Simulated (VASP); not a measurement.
# RuPt19 in VASP: single point with PBE

Aim: the single point of RuPt19 with PBE.

Program: VASP 6.6.1. These are calculated values, not measurements. Logs are shortened: lines on timing, memory, paths and dates and some standing lists are left out, and cuts for length are marked.

**1. The cell of the first run**

The cell holds a slab with vacuum, 20 atoms: a = 5.614 Å, b = 5.614 Å, c = 21.168 Å, α = 90.00°, β = 90.00°, γ = 120.00°.

**2. Single point, PBE**

File INCAR:

```
SYSTEM = RuPt19
  PREC = Accurate
  ENCUT = 400
  EDIFF = 1E-6
  ISMEAR = 1
  SIGMA = 0.1
  LREAL = .False.
  LASPH = .True.
  NELM = 120
  ALGO = Normal
  ISIF = 2
  LWAVE = .False.
  LCHARG = .True.
  LDIPOL = .True.
  IDIPOL = 3
  DIPOL = 0.5 0.5 0.500
  GGA = PE
  LELF = .True.
  LVHAR = .True.
  LVACPOTAV = .True.
  NBANDS = 118
  GGA_COMPAT = .False.
  NELMDL = -8
```

File KPOINTS:

```
Automatic mesh
0
Gamma
  6 6 1
  0 0 0
```

File POSCAR:

```
RuPt19
1.0
    5.6143322628      0.0000000000      0.0000000000
   -2.8071661314      4.8621543648      0.0000000000
    0.0000000000      0.0000000000     21.1682145479
Pt Ru
19 1
Direct
    0.0000000000      0.0000000000      0.2838428897
    0.9993287389      0.4996643694      0.2843846723
    0.5003356306      1.0006712611      0.2843846723
    0.5003356306      0.4996643694      0.2843846723
    0.3328005804      0.1664002902      0.3931287115
    0.3333333333      0.6666666667      0.3931194656
    0.8335997098      0.1664002902      0.3931287115
    0.8335997098      0.6671994196      0.3931287115
    0.6666666667      0.3333333333      0.5016382750
    0.6664387176      0.8332193588      0.5000960161
    0.1667806412      0.3335612824      0.5000960161
    0.1667806412      0.8332193588      0.5000960161
    0.0017137983      0.5008568992      0.6081335494
    0.0000000000      0.0000000000      0.6069311418
    0.4991431008      0.5008568992      0.6081335494
    0.4991431008     -0.0017137983      0.6081335494
    0.3341193085      0.1670596543      0.7162589496
    0.8329403457      0.6658806915      0.7162589496
    0.8329403457      0.1670596543      0.7162589496
    0.3333333333      0.6666666667      0.7084338258
```

Potentials or basis: VASP PAW PBE potentials, release 64 (Pt, Ru_pv).

The run is started by

```console
$ cat potpaw_PBE.64/Pt/POTCAR potpaw_PBE.64/Ru_pv/POTCAR > POTCAR
$ mpirun -np 1 vasp_std > vasp.out
```

OUTCAR:

```text
SYSTEM = RuPt19
   PREC = Accurate
   ENCUT = 400
   EDIFF = 1E-6
   ISMEAR = 1
   LREAL = .False.
   LASPH = .True.
   NELM = 120
   ISIF = 2
   GGA = PE
   NELMDL = -8

 ion  position               nearest neighbor table
   1  0.000  0.000  0.284-   2 2.81   3 2.81   4 2.81   4 2.81   2 2.81   3 2.81   8 2.82   5 2.82
                             7 2.82
   2  0.999  0.500  0.284-   3 2.80   4 2.80   1 2.81   1 2.81   3 2.81   4 2.81   7 2.82   8 2.82
                             6 2.82
   3  0.500  0.001  0.284-   2 2.80   4 2.80   1 2.81   1 2.81   4 2.81   2 2.81   7 2.82   5 2.82
                             6 2.82
   4  0.500  0.500  0.284-   3 2.80   2 2.80   1 2.81   1 2.81   3 2.81   2 2.81   5 2.82   8 2.82
                             6 2.82
   5  0.333  0.166  0.393-  12 2.78  11 2.78   8 2.80   7 2.80   6 2.81   6 2.81   8 2.81   7 2.81
                             9 2.81   4 2.82   3 2.82   1 2.82
   6  0.333  0.667  0.393-  12 2.78  11 2.78  10 2.78   5 2.81   8 2.81   7 2.81   7 2.81   5 2.81
                             8 2.81   3 2.82   2 2.82   4 2.82
   7  0.834  0.166  0.393-  10 2.78  11 2.78   8 2.80   5 2.80   6 2.81   6 2.81   8 2.81   5 2.81
                             9 2.81   2 2.82   3 2.82   1 2.82
   8  0.834  0.667  0.393-  10 2.78  12 2.78   5 2.80   7 2.80   6 2.81   6 2.81   7 2.81   5 2.81
                             9 2.81   4 2.82   2 2.82   1 2.82
   9  0.667  0.333  0.502-  16 2.78  13 2.78  15 2.78  10 2.81  11 2.81  12 2.81  12 2.81  10 2.81
[... 9 lines left out ...]
  14  0.000  0.000  0.607-  11 2.78  10 2.78  12 2.78  13 2.81  16 2.81  15 2.81  15 2.81  13 2.81
                            16 2.81  18 2.83  17 2.83  19 2.83
  15  0.499  0.501  0.608-  20 2.67   9 2.78  16 2.79  13 2.79  10 2.80  11 2.80  17 2.81  18 2.81
                            14 2.81  14 2.81  16 2.82  13 2.82
  16  0.499  0.998  0.608-  20 2.67   9 2.78  15 2.79  13 2.79  12 2.80  10 2.80  17 2.81  19 2.81
                            14 2.81  14 2.81  15 2.82  13 2.82
  17  0.334  0.167  0.716-  18 2.80  19 2.80  15 2.81  16 2.81  20 2.81  20 2.81  18 2.81  19 2.81
                            14 2.83
  18  0.833  0.666  0.716-  17 2.80  19 2.80  13 2.81  15 2.81  20 2.81  20 2.81  19 2.81  17 2.81
                            14 2.83
  19  0.833  0.167  0.716-  18 2.80  17 2.80  13 2.81  16 2.81  20 2.81  20 2.81  18 2.81  17 2.81
                            14 2.83
  20  0.333  0.667  0.708-  16 2.67  13 2.67  15 2.67  17 2.81  19 2.81  19 2.81  17 2.81  18 2.81
                            18 2.81

  LATTYP: Found a hexagonal cell.
 ALAT       =     5.6143322628
 C/A-ratio  =     3.7703886334

  Lattice vectors:

 A1 = (   5.6143322628,   0.0000000000,   0.0000000000)
 A2 = (  -2.8071661314,   4.8621543648,   0.0000000000)
 A3 = (   0.0000000000,   0.0000000000,  21.1682145479)

Analysis of symmetry for initial positions (statically):
=====================================================================
 Subroutine PRICEL returns:
 Original cell was already a primitive cell.

 Routine SETGRP: Setting up the symmetry group for a
 hexagonal supercell.

 Subroutine GETGRP returns: Found  6 space group operations
 (whereof  6 operations were pure point group operations)
 out of a pool of 24 trial point group operations.

The static configuration has the point symmetry C_3v.

Analysis of symmetry for dynamics (positions and initial velocities):
=====================================================================
 Subroutine PRICEL returns:
 Original cell was already a primitive cell.

 Routine SETGRP: Setting up the symmetry group for a
 hexagonal supercell.

 Subroutine GETGRP returns: Found  6 space group operations
 (whereof  6 operations were pure point group operations)
 out of a pool of 24 trial point group operations.

The dynamic configuration has the point symmetry C_3v.

 Subroutine INISYM returns: Found  6 space group operations
 (whereof  6 operations are pure point group operations),
 and found     1 'primitive' translations

----------------------------------------------------------------------------------------

                                     Primitive cell

  volume of cell :     577.8446

  direct lattice vectors                    reciprocal lattice vectors
     5.614332263  0.000000000  0.000000000     0.178115572  0.102835073  0.000000000
    -2.807166131  4.862154365  0.000000000     0.000000000  0.205670146  0.000000000
     0.000000000  0.000000000 21.168214548     0.000000000  0.000000000  0.047240640

  length of vectors
[... 58 lines left out ...]
     0.029685929  0.017139179  0.000000000     0.166666667  0.000000000  0.000000000
     0.000000000  0.034278358  0.000000000     0.000000000  0.166666667  0.000000000
     0.000000000  0.000000000  0.047240640     0.000000000  0.000000000  1.000000000

  Length of vectors
     0.034278358  0.034278358  0.047240640

  Shift w.r.t. Gamma in fractional coordinates (k-lattice)
     0.000000000  0.000000000  0.000000000

 Subroutine IBZKPT returns following result:
 ===========================================

 Found      7 irreducible k-points:

 Following reciprocal coordinates:
            Coordinates               Weight
  0.000000  0.000000  0.000000      1.000000
  0.166667 -0.000000  0.000000      6.000000
  0.333333 -0.000000  0.000000      6.000000
  0.500000  0.000000  0.000000      3.000000
  0.166667  0.166667  0.000000      6.000000
  0.333333  0.166667  0.000000     12.000000
  0.333333  0.333333  0.000000      2.000000
   k-points           NKPTS =      7   k-points in BZ     NKDIM =      7   number of bands    NBANDS=    118
   number of dos      NEDOS =    301   number of ions     NIONS =     20
   total plane-waves  NPLWV = 224000
   dimension x,y,z NGX =    40 NGY =   40 NGZ =  140
   dimension x,y,z NGXF=    80 NGYF=   80 NGZF=  280
   ions per type =              19   1
   NGX,Y,Z   is equivalent  to a cutoff of  11.84, 11.84, 10.99 a.u.
   NGXF,Y,Z  is equivalent  to a cutoff of  23.69, 23.69, 21.99 a.u.
 SYSTEM =  RuPt19
   PREC   = accura    normal or accurate (medium, high low for compatibility)
   ISTART =      0    job   : 0-new  1-cont  2-samecut
   ICHARG =      2    charge: 1-file 2-atom 10-const
   ISPIN  =      1    spin polarized calculation?
   LNONCOLLINEAR =      F non collinear calculations
   LSORBIT =      F    spin-orbit coupling
   LASPH  =      T    aspherical Exc in radial PAW
   ENCUT  =  400.0 eV  29.40 Ry    5.42 a.u.   9.16  9.16 34.52*2*pi/ulx,y,z
   NELM   =    120;   NELMIN=  2; NELMDL= -8     # of ELM steps
   EDIFF  = 0.1E-05   stopping-criterion for ELM
   LREAL  =      F    real-space projection
   EDIFFG = 0.1E-04   stopping-criterion for IOM
   NSW    =      0    number of steps for IOM
   IBRION =     -1    ionic relax: 0-MD 1-quasi-New 2-CG
   NFREE  =      0    steps in history (QN), initial steepest desc. (CG)
   ISIF   =      2    stress and relaxation
   ISYM   =      2    0-nonsym 1-usesym 2-fastsym
   POTIM  = 0.5000    time-step for ionic-motion
   TEBEG  =    0.0;   TEEND  =   0.0 temperature during run
   PSTRESS=    0.0 pullay stress
   NELECT =     204.0000    total number of electrons
   NUPDOWN=      -1.0000    fix difference up-down
   EMIN   =  10.00;   EMAX   =-10.00  energy-range for DOS
   EFERMI =   0.00;   METHOD = LEGACY
   ISMEAR =     1;   SIGMA  =   0.10  broadening in eV -4-tet -1-fermi 0-gaus
   EFERMI_NEDOS =   21; number of points for ismear=-14 and -15
   IALGO  =     38    algorithm
   IMIX   =      4    mixing-type and parameters
     AMIX     =   0.40;   BMIX     =  1.00
     AMIX_MAG =   1.60;   BMIX_MAG =  1.00
  volume/ion in A,a.u.               =      28.89       194.97
  Fermi-wavevector in a.u.,A,eV,Ry     =   1.157039  2.186486 18.214642  1.338738
  Thomas-Fermi vector in A             =   2.293654
   LORBIT       =      0    0 simple, 1 ext, 2 COOP (PROOUT), +10 PAW based schemes
   GGA     = PE    functional components
   LHFCALC =     F    Hartree Fock is set to
   AEXX    =    0.0000 exact exchange contribution
   IVDW    =     0    specifies the selected vdW correction
   LEPSILON=     F    determine dielectric tensor
   LRPA    =     F    only Hartree local field effects (RPA)
 non-spin polarized calculation
 Methfessel and Paxton  Order N= 1 SIGMA  =   0.10
  energy-cutoff  :      400.00
  volume of cell :      577.84
 maximum number of plane-waves:     10538
 NGX is ok and might be reduce to    40
   NGX = 19   NGY = 19   NGZ = 69

 dipolmoment           0.000000      0.000000      0.005956 electrons x Angstroem

 number of electron     204.0000001 magnetization

 dipolmoment           0.000000      0.000000     -0.019127 electrons x Angstroem

 Free energy of the ion-electron system (eV)
  ---------------------------------------------------
  ext. energy  EPLUGINS =         0.00000000
  ---------------------------------------------------
  free energy    TOTEN  =      -119.28832870 eV

  energy without entropy =     -119.27391502  energy(sigma->0) =     -119.28352414

 E-fermi :   3.1241     XC(G=0):  -7.9968

 val. band max:        3.1216069520   @ k =   0.1667  -0.0000   0.0000
 cond. band min:       3.1304595079   @ k =   0.3333   0.1667   0.0000
 fundamental gap:      0.0088525559
 Fermi energy:         3.1241156143

 k-point     1 :       0.0000    0.0000    0.0000
  band No.  band energies     occupation
      1     -39.5279      2.00000
      2     -39.4600      2.00000
      3     -39.4600      2.00000
      4      -6.3923      2.00000
      5      -5.3329      2.00000
      6      -4.2666      2.00000
[... 808 lines left out ...]
    113       4.6549     -0.00000
    114       4.7448     -0.00000
 [bands above 114 left out]

------------------------ aborting loop because EDIFF is reached ----------------------------------------

  FORCE on cell =-STRESS in cart. coord.  units (eV):
  Direction    XX          YY          ZZ          XY          YZ          ZX
  --------------------------------------------------------------------------------------
  -------------------------------------------------------------------------------------
  Total      -17.1109965    -17.1109965     -0.4225862     -0.0000000     -0.0000000     -0.0000000
  in kB      -47.4432905    -47.4432905     -1.1716957     -0.0000000     -0.0000000     -0.0000000
  external PRESSURE =     -32.0194256 kB  Pullay stress =       0.0000000 kB

 VOLUME and BASIS-vectors are now :
 -----------------------------------------------------------------------------
  energy-cutoff  :      400.00
  volume of cell :      577.84
      direct lattice vectors                 reciprocal lattice vectors
     5.614332263  0.000000000  0.000000000     0.178115572  0.102835073  0.000000000
    -2.807166131  4.862154365  0.000000000     0.000000000  0.205670146  0.000000000
     0.000000000  0.000000000 21.168214548     0.000000000  0.000000000  0.047240640

 POSITION                                       TOTAL-FORCE (eV/Angst)
 -----------------------------------------------------------------------------------
      0.00000      0.00000      6.00845         0.000000      0.000000     -0.014050
      4.20792      2.42945      6.01992        -0.002846     -0.001643     -0.013029
      2.80717      0.00326      6.01992         0.000000      0.003286     -0.013029
      1.40641      2.42945      6.01992         0.002846     -0.001643     -0.013029
      1.40134      0.80906      8.32183        -0.001349     -0.000779      0.028347
     -0.00000      3.24144      8.32164         0.000000      0.000000      0.028975
[... 12 lines left out ...]
      4.20744      0.81227     15.16192        -0.002115      0.001221     -0.016423
     -0.00000      3.24144     14.99628         0.000000      0.000000      0.029986
 -----------------------------------------------------------------------------------
    total drift:                               -0.000000     -0.000002      0.000417

  FREE ENERGIE OF THE ION-ELECTRON SYSTEM (eV)
  ---------------------------------------------------
  free  energy   TOTEN  =      -119.2883287035 eV

  energy  without entropy=     -119.2739150225  energy(sigma->0) =     -119.28352414

 vacuum level on the upper side and lower side of the slab         8.685         8.812
```

It took 43 min on 1 thread of Oxide Virtual Turin-like, shared host; peak memory 0.6 GiB.

What came out:

| Property | Result |
| --- | --- |
| Free energy | -119.2883 eV |
| Largest force | 0.034 eV/Å |
| Band gap on the k mesh | zero (bands 102 and 103 overlap by 0.58 eV) |

Forces in eV/Å, atoms in the order of the input:
```
Pt   0.000  0.000 -0.014
Pt  -0.003 -0.002 -0.013
Pt   0.000  0.003 -0.013
Pt   0.003 -0.002 -0.013
Pt  -0.001 -0.001  0.028
Pt   0.000  0.000  0.029
Pt   0.001 -0.001  0.028
Pt   0.000  0.002  0.028
Pt   0.000  0.000 -0.015
Pt  -0.005 -0.003 -0.014
Pt   0.000  0.006 -0.014
Pt   0.005 -0.003 -0.014
Pt   0.030  0.017 -0.001
Pt   0.000  0.000  0.018
Pt  -0.030  0.017 -0.001
Pt   0.000 -0.034 -0.001
Pt   0.002  0.001 -0.016
Pt   0.000 -0.002 -0.016
Pt  -0.002  0.001 -0.016
Ru   0.000  0.000  0.030
```

Caveat: spin-orbit coupling is left out, which moves the levels of the heavy elements.
